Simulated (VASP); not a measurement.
# AlC18 in VASP: notebook

Runs on AlC18. Level: PBE+D3(BJ). Tasks: single point.

Program: VASP 6.6.1. These are calculated values, not measurements. Logs are shortened: lines on timing, memory, paths and dates and some standing lists are left out, and cuts for length are marked.

## Step 1: The cell of the first run

The cell holds a slab with vacuum, 19 atoms: a = 7.398 Å, b = 7.398 Å, c = 11.000 Å, α = 90.00°, β = 90.00°, γ = 120.00°.

## Step 2: Single point, PBE+D3(BJ), collinear spin, zero start

INCAR

```
SYSTEM = AlC18
PREC = Accurate
ENCUT = 520
EDIFF = 1E-6
ISMEAR = 0
SIGMA = 0.05
LREAL = Auto
LASPH = .True.
NELM = 150
ALGO = Normal
ISIF = 2
LWAVE = .False.
LCHARG = .False.
ISPIN = 2
MAGMOM = 0 0 0 0 0 0 0 0 0 0 0 0 0 0 0 0 0 0 0
LORBIT = 11
GGA = PE
IVDW = 12
NBANDS = 56
```

KPOINTS

```
Automatic mesh
0
Gamma
  2 2 1
  0 0 0
```

POSCAR

```
AlC18
1.0
    7.3980000000      0.0000000000      0.0000000000
   -3.6990000000      6.4068560000      0.0000000000
    0.0000000000      0.0000000000     11.0000000000
C Al
18 1
Direct
   -0.0004107788     -0.0025363454      0.0892823636
    0.2231733943      0.1099361372      0.0866316364
    0.0009284173      0.3312423441      0.0896338182
    0.2231260181      0.4425285975      0.0897296364
    0.0003561300      0.6637141525      0.0902544545
    0.2228297724      0.7742702505      0.0896016364
    0.3352976799     -0.0022605471      0.0871825455
    0.5581298455      0.1097319809      0.0888106364
    0.3351257907      0.3328357934      0.0885804545
    0.5569013611      0.4426224033      0.0893538182
    0.3346668334      0.6641663243      0.0900404545
    0.5565848969      0.7755726053      0.0897753636
    0.6678438919     -0.0022073229      0.0898251818
    0.8894598855      0.1093458320      0.0898710000
    0.6679782087      0.3314852090      0.0893218182
    0.8898187285      0.4419588953      0.0901258182
    0.6673115905      0.6644577309      0.0902086364
    0.8890798849      0.7749115947      0.0902670000
    0.2323839938      0.0158015101      0.2876401818
```

Potentials or basis: VASP PAW PBE potentials, release 64 (C, Al).

Run with:

```
$ cat potpaw_PBE.64/C/POTCAR potpaw_PBE.64/Al/POTCAR > POTCAR
$ mpirun -np 1 vasp_std > vasp.out
```

OUTCAR:

```text
SYSTEM = AlC18
   PREC = Accurate
   ENCUT = 520
   EDIFF = 1E-6
   ISMEAR = 0
   LREAL = Auto
   LASPH = .True.
   NELM = 150
   ISIF = 2
   ISPIN = 2
   LORBIT = 11
   GGA = PE
   IVDW = 12
 IVDW          = 12

 ion  position               nearest neighbor table
   1  1.000  0.997  0.089-  14 1.42  18 1.43   2 1.43
   2  0.223  0.110  0.087-   9 1.43   1 1.43   7 1.44  19 2.33
   3  0.001  0.331  0.090-  16 1.42  14 1.42   4 1.42
   4  0.223  0.443  0.090-  11 1.42   9 1.42   3 1.42
   5  0.000  0.664  0.090-  16 1.42  18 1.43   6 1.43
   6  0.223  0.774  0.090-  11 1.42   5 1.43   7 1.43
   7  0.335  0.998  0.087-   8 1.43   6 1.43   2 1.44  19 2.36
   8  0.558  0.110  0.089-  13 1.42  15 1.42   7 1.43
   9  0.335  0.333  0.089-   4 1.42  10 1.42   2 1.43
  10  0.557  0.443  0.089-   9 1.42  17 1.42  15 1.42
  11  0.335  0.664  0.090-   4 1.42  12 1.42   6 1.42
  12  0.557  0.776  0.090-  17 1.42  11 1.42  13 1.42
  13  0.668  0.998  0.090-  14 1.42   8 1.42  12 1.42
  14  0.889  0.109  0.090-  13 1.42   3 1.42   1 1.42
  15  0.668  0.331  0.089-   8 1.42  16 1.42  10 1.42
  16  0.890  0.442  0.090-   5 1.42   3 1.42  15 1.42
  17  0.667  0.664  0.090-  18 1.42  10 1.42  12 1.42
  18  0.889  0.775  0.090-  17 1.42   5 1.43   1 1.43
  19  0.232  0.016  0.288-   2 2.33   7 2.36

  LATTYP: Found a hexagonal cell.
 ALAT       =     7.3980000000
 C/A-ratio  =     1.4868883482

  Lattice vectors:

 A1 = (   7.3980000000,   0.0000000000,   0.0000000000)
 A2 = (  -3.6990000000,   6.4068560000,   0.0000000000)
 A3 = (   0.0000000000,   0.0000000000,  11.0000000000)

Analysis of symmetry for initial positions (statically):
=====================================================================
 Subroutine PRICEL returns:
 Original cell was already a primitive cell.

 Routine SETGRP: Setting up the symmetry group for a
 hexagonal supercell.

 Subroutine GETGRP returns: Found  1 space group operations
 (whereof  1 operations were pure point group operations)
 out of a pool of 24 trial point group operations.

The static configuration has the point symmetry C_1 .

Analysis of symmetry for dynamics (positions and initial velocities):
=====================================================================
 Subroutine PRICEL returns:
 Original cell was already a primitive cell.

 Routine SETGRP: Setting up the symmetry group for a
 hexagonal supercell.

 Subroutine GETGRP returns: Found  1 space group operations
 (whereof  1 operations were pure point group operations)
 out of a pool of 24 trial point group operations.

The dynamic configuration has the point symmetry C_1 .

Analysis of structural, dynamic, and magnetic symmetry:
=====================================================================
 Subroutine PRICEL returns:
 Original cell was already a primitive cell.

 Routine SETGRP: Setting up the symmetry group for a
 hexagonal supercell.

 Subroutine GETGRP returns: Found  1 space group operations
 (whereof  1 operations were pure point group operations)
 out of a pool of 24 trial point group operations.

The overall configuration has the point symmetry C_1 .

 Subroutine INISYM returns: Found  1 space group operations
 (whereof  1 operations are pure point group operations),
 and found     1 'primitive' translations

----------------------------------------------------------------------------------------

                                     Primitive cell

  volume of cell :     521.3771

  direct lattice vectors                    reciprocal lattice vectors
     7.398000000  0.000000000  0.000000000     0.135171668  0.078041398  0.000000000
    -3.699000000  6.406856000  0.000000000     0.000000000  0.156082796  0.000000000
     0.000000000  0.000000000 11.000000000     0.000000000  0.000000000  0.090909091

  length of vectors
     7.398000000  7.398000054 11.000000000     0.156082797  0.156082796  0.090909091

  position of ions in fractional coordinates (direct lattice)
     0.999589221  0.997463655  0.089282364
     0.223173394  0.109936137  0.086631636
[... 73 lines left out ...]
   number of dos      NEDOS =    301   number of ions     NIONS =     19
   total plane-waves  NPLWV = 263424
   dimension x,y,z NGX =    56 NGY =   56 NGZ =   84
   dimension x,y,z NGXF=   112 NGYF=  112 NGZF=  168
   ions per type =              18   1
   NGX,Y,Z   is equivalent  to a cutoff of  12.58, 12.58, 12.70 a.u.
   NGXF,Y,Z  is equivalent  to a cutoff of  25.17, 25.17, 25.39 a.u.
 SYSTEM =  AlC18
   PREC   = accura    normal or accurate (medium, high low for compatibility)
   ISTART =      0    job   : 0-new  1-cont  2-samecut
   ICHARG =      2    charge: 1-file 2-atom 10-const
   ISPIN  =      2    spin polarized calculation?
   LNONCOLLINEAR =      F non collinear calculations
   LSORBIT =      F    spin-orbit coupling
   LASPH  =      T    aspherical Exc in radial PAW
   ENCUT  =  520.0 eV  38.22 Ry    6.18 a.u.  13.76 13.76 20.45*2*pi/ulx,y,z
   NELM   =    150;   NELMIN=  2; NELMDL= -5     # of ELM steps
   EDIFF  = 0.1E-05   stopping-criterion for ELM
   LREAL  =      T    real-space projection
   EDIFFG = 0.1E-04   stopping-criterion for IOM
   NSW    =      0    number of steps for IOM
   IBRION =     -1    ionic relax: 0-MD 1-quasi-New 2-CG
   NFREE  =      0    steps in history (QN), initial steepest desc. (CG)
   ISIF   =      2    stress and relaxation
   ISYM   =      2    0-nonsym 1-usesym 2-fastsym
   POTIM  = 0.5000    time-step for ionic-motion
   TEBEG  =    0.0;   TEEND  =   0.0 temperature during run
   PSTRESS=    0.0 pullay stress
   NELECT =      75.0000    total number of electrons
   NUPDOWN=      -1.0000    fix difference up-down
   EMIN   =  10.00;   EMAX   =-10.00  energy-range for DOS
   EFERMI =   0.00;   METHOD = LEGACY
   ISMEAR =     0;   SIGMA  =   0.05  broadening in eV -4-tet -1-fermi 0-gaus
   EFERMI_NEDOS =   21; number of points for ismear=-14 and -15
   IALGO  =     38    algorithm
   IMIX   =      4    mixing-type and parameters
     AMIX     =   0.40;   BMIX     =  1.00
     AMIX_MAG =   1.60;   BMIX_MAG =  1.00
  volume/ion in A,a.u.               =      27.44       185.18
  Fermi-wavevector in a.u.,A,eV,Ry     =   0.857784  1.620977 10.011076  0.735793
  Thomas-Fermi vector in A             =   1.974890
   LORBIT       =     11    0 simple, 1 ext, 2 COOP (PROOUT), +10 PAW based schemes
   GGA     = PE    functional components
   LHFCALC =     F    Hartree Fock is set to
   AEXX    =    0.0000 exact exchange contribution
   IVDW    =    12    specifies the selected vdW correction
   LEPSILON=     F    determine dielectric tensor
   LRPA    =     F    only Hartree local field effects (RPA)
 spin polarized calculation
 Gauss-broadening in eV      SIGMA  =   0.05
  energy-cutoff  :      520.00
  volume of cell :      521.38
 maximum number of plane-waves:     14099
 NGX is ok and might be reduce to    56
   NGX = 27   NGY = 27   NGZ = 41

 number of electron      74.9999996 magnetization      -0.0000000

 number of electron      74.9999996 magnetization       0.0000000

 Free energy of the ion-electron system (eV)
  ---------------------------------------------------
  ext. energy  EPLUGINS =         0.00000000
  ---------------------------------------------------
  free energy    TOTEN  =      -167.43223969 eV

  energy without entropy =     -167.43223969  energy(sigma->0) =     -167.43223969

 E-fermi :  -0.6421     XC(G=0):  -4.5000

 val. band max:       -0.8950958457   @ k =   0.0000   0.0000   0.0000
 cond. band min:       0.1261733121   @ k =   0.0000   0.5000   0.0000
 fundamental gap:      1.0212691578
 Fermi energy:        -0.6421111167

 spin component 1

 k-point     1 :       0.0000    0.0000    0.0000
  band No.  band energies     occupation
      1     -20.4220      1.00000
      2     -18.0636      1.00000
      3     -17.8620      1.00000
      4     -17.8270      1.00000
      5     -17.7263      1.00000
      6     -17.6977      1.00000
[... 197 lines left out ...]
     48       4.0557      0.00000
     49       4.3621      0.00000
 Fermi energy:        -0.6421111167

 spin component 2

 k-point     1 :       0.0000    0.0000    0.0000
  band No.  band energies     occupation
      1     -20.4220      1.00000
      2     -18.0636      1.00000
      3     -17.8620      1.00000
      4     -17.8270      1.00000
      5     -17.7263      1.00000
      6     -17.6977      1.00000
[... 197 lines left out ...]
     48       4.0557      0.00000
     49       4.3621      0.00000
 [bands above 49 left out]

------------------------ aborting loop because EDIFF is reached ----------------------------------------

 Edisp (eV)   -1.83781

 E8    (eV) :    -0.5944

  FORCE on cell =-STRESS in cart. coord.  units (eV):
  Direction    XX          YY          ZZ          XY          YZ          ZX
  --------------------------------------------------------------------------------------
  -------------------------------------------------------------------------------------
  Total       4.61765     4.74925    -0.16486     0.09835    -0.22094    -0.09315
  in kB      14.18990    14.59432    -0.50661     0.30224    -0.67895    -0.28624
  external pressure =        9.43 kB  Pullay stress =        0.00 kB

 VOLUME and BASIS-vectors are now :
 -----------------------------------------------------------------------------
  energy-cutoff  :      520.00
  volume of cell :      521.38
      direct lattice vectors                 reciprocal lattice vectors
     7.398000000  0.000000000  0.000000000     0.135171668  0.078041398  0.000000000
    -3.699000000  6.406856000  0.000000000     0.000000000  0.156082796  0.000000000
     0.000000000  0.000000000 11.000000000     0.000000000  0.000000000  0.090909091

 POSITION                                       TOTAL-FORCE (eV/Angst)
 -----------------------------------------------------------------------------------
      3.70534      6.39061      0.98211         0.009834      0.006826      0.001813
      1.24438      0.70435      0.95295        -0.002388      0.007472     -0.002044
     -1.21840      2.12222      0.98597         0.009384      0.006340     -0.002694
      0.01377      2.83522      0.98703         0.002098      0.010775     -0.003748
     -2.45244      4.25232      0.99280         0.002636     -0.001034      0.001657
     -1.21553      4.96064      0.98562         0.000538      0.013512      0.000138
[... 11 lines left out ...]
      3.71101      4.96475      0.99294         0.003122      0.007205      0.000437
      1.66073      0.10124      3.16404        -0.040620     -0.101287      0.001158
 -----------------------------------------------------------------------------------
    total drift:                               -0.007046      0.008555      0.002498

  FREE ENERGIE OF THE ION-ELECTRON SYSTEM (eV)
  ---------------------------------------------------
  free  energy   TOTEN  =      -169.2700457460 eV

  energy  without entropy=     -169.2700457460  energy(sigma->0) =     -169.27004575

 total charge

# of ion       s       p       d       tot
------------------------------------------
    1        0.860   1.787   0.000   2.647
    2        0.859   1.794   0.000   2.653
    3        0.862   1.791   0.000   2.653
    4        0.861   1.798   0.000   2.659
    5        0.861   1.792   0.000   2.653
    6        0.861   1.787   0.000   2.648
[... 11 lines left out ...]
   18        0.861   1.791   0.000   2.652
   19        0.625   0.124   0.000   0.749
--------------------------------------------------
tot         16.123  32.421   0.000  48.543

 magnetization (x)

# of ion       s       p       d       tot
------------------------------------------
    1        0.000   0.000   0.000   0.000
    2        0.000   0.000   0.000   0.000
    3       -0.000  -0.000   0.000  -0.000
    4        0.000   0.000   0.000   0.000
    5       -0.000  -0.000   0.000  -0.000
    6       -0.000   0.000   0.000  -0.000
[... 11 lines left out ...]
   18        0.000   0.000   0.000   0.000
   19        0.000   0.000   0.000   0.000
--------------------------------------------------
tot         -0.000   0.000   0.000   0.000
```

Run time: 4.9 min. Hardware: 1 thread of Intel Xeon 6975P-C (Granite Rapids), shared host; peak memory 0.78 GiB.

What came out:

```yaml
Free_energy: -169.2700 eV
Largest_force: 0.109 eV/Å
Net_moment: 0.00 μB per cell
Valence_electrons_inside_the_program's_atomic_spheres: C 2.65, 2.66 (each value once); Al 0.75
Dispersion_energy_per_atom: -0.097 eV
```

Forces on the atoms (eV/Å):
```
C    0.010  0.007  0.002
C   -0.002  0.007 -0.002
C    0.009  0.006 -0.003
C    0.002  0.011 -0.004
C    0.003 -0.001  0.002
C    0.001  0.014  0.000
C    0.004  0.001  0.003
C   -0.005 -0.003 -0.001
C   -0.002  0.009 -0.003
C   -0.001  0.008 -0.004
C   -0.001  0.000  0.004
C   -0.001  0.007  0.000
C    0.006  0.014 -0.003
C    0.005 -0.004  0.002
C    0.008  0.007 -0.001
C    0.001  0.009  0.000
C    0.001  0.002  0.005
C    0.003  0.007  0.000
Al  -0.041 -0.101  0.001
```

Caveat: the k points lie up to 0.49 Å⁻¹ apart; there is no dipole correction, which matters where the two faces differ; no moment was typed at the start, so none could form.

## Step 3: Single point, PBE+D3(BJ), collinear spin, zero start

INCAR

```
PREC = Accurate
ENCUT = 520
EDIFF = 1E-6
ISMEAR = 0
SIGMA = 0.05
LREAL = Auto
LASPH = T
NELM = 150
ALGO = Normal
ISIF = 2
LWAVE = F
LCHARG = F
ISPIN = 2
MAGMOM = 0 0 0 0 0 0 0 0 0 0 0 0 0 0 0 0 0 0 0
LORBIT = 11
GGA = PE
IVDW = 12
NBANDS = 56
```

KPOINTS

```
regular mesh
0
Gamma
  2 2 1
```

POSCAR

```
AlC18
1.0
    7.3980000000      0.0000000000      0.0000000000
   -3.6990000000      6.4068560000      0.0000000000
    0.0000000000      0.0000000000     11.0000000000
C Al
18 1
Direct
    0.0007806454     -0.0008490904      0.0891715455
    0.2245370544      0.1115420731      0.0872530000
    0.0019734151      0.3325386118      0.0894184545
    0.2242079833      0.4437209140      0.0893762727
    0.0013016501      0.6648087611      0.0903808182
    0.2242110531      0.7757538175      0.0894486364
    0.3365875819     -0.0006155905      0.0875662727
    0.5590574490      0.1110343357      0.0885996364
    0.3361221961      0.3340665063      0.0884477273
    0.5577340058      0.4437683631      0.0891661818
    0.3358045992      0.6654026562      0.0896916364
    0.5575886951      0.7769156978      0.0894965455
    0.6687603644     -0.0008350430      0.0894336364
    0.8904046635      0.1107814816      0.0895513636
    0.6688147697      0.3326492745      0.0891463636
    0.8906596134      0.4430624007      0.0900489091
    0.6681038301      0.6656058760      0.0900785455
    0.8898624996      0.7761672808      0.0903502727
    0.1922729985     -0.0251585177      0.2874653636
```

Potentials or basis: VASP PAW PBE potentials, release 64 (C, Al).

Run with:

```
$ cat potpaw_PBE.64/C/POTCAR potpaw_PBE.64/Al/POTCAR > POTCAR
$ mpirun -np 1 vasp_std > vasp.out
```

Run time: 4.9 min. Hardware: 1 thread of Intel Xeon 6975P-C (Granite Rapids), shared host; peak memory 0.78 GiB.

It converged, with:

- Free energy: -169.3114 eV
- Largest force: 0.144 eV/Å
- Net moment: 0.00 μB per cell
- Valence electrons inside the program's atomic spheres: C 2.65, 2.66 (each value once); Al 0.75
- Dispersion energy per atom: -0.096 eV

Forces in eV/Å, atoms in the order of the input:
```
C    0.006  0.008  0.001
C    0.000  0.009 -0.001
C    0.001  0.006 -0.001
C    0.000  0.020 -0.002
C    0.005  0.002  0.001
C    0.000  0.010  0.002
C    0.000  0.012  0.008
C   -0.002 -0.005 -0.006
C    0.001  0.008 -0.002
C    0.004  0.015 -0.003
C    0.005  0.004  0.003
C    0.000  0.010  0.001
C    0.006  0.001 -0.001
C    0.008  0.001  0.001
C    0.007  0.009  0.000
C    0.001  0.010 -0.001
C    0.007  0.008  0.002
C    0.009  0.005  0.000
Al  -0.056 -0.133 -0.002
```

Levels at points of the mesh, in eV from the Fermi level:
Spin up:
```csv
k point,band 35,band 36,band 37,band 38,band 39,band 40
"(0.00, 0.00, 0.00)",-2.82,-0.51,-0.49,-0.26,-0.24,1.68
"(0.50, 0.00, 0.00)",-2.88,-2.56,-2.56,0.94,1.36,1.70
"(0.00, 0.50, 0.00)",-2.87,-2.56,-2.56,0.92,1.38,1.73
"(0.50, 0.50, 0.00)",-2.92,-2.56,-2.56,1.16,1.31,1.37
```
Spin down:
| k point | band 34 | band 35 | band 36 | band 37 | band 38 | band 39 | band 40 | band 41 |
| --- | --- | --- | --- | --- | --- | --- | --- | --- |
| (0.00, 0.00, 0.00) | -3.19 | -2.82 | -0.51 | -0.49 | -0.26 | -0.24 | 1.68 | 1.89 |
| (0.50, 0.00, 0.00) | -3.03 | -2.88 | -2.56 | -2.56 | 0.94 | 1.36 | 1.70 | 1.93 |
| (0.00, 0.50, 0.00) | -3.05 | -2.87 | -2.56 | -2.56 | 0.92 | 1.38 | 1.73 | 1.90 |
| (0.50, 0.50, 0.00) | -2.96 | -2.92 | -2.56 | -2.56 | 1.16 | 1.31 | 1.37 | 2.13 |

Caveat: the k points lie up to 0.49 Å⁻¹ apart; there is no dipole correction, which matters where the two faces differ; no moment was typed at the start, so none could form.
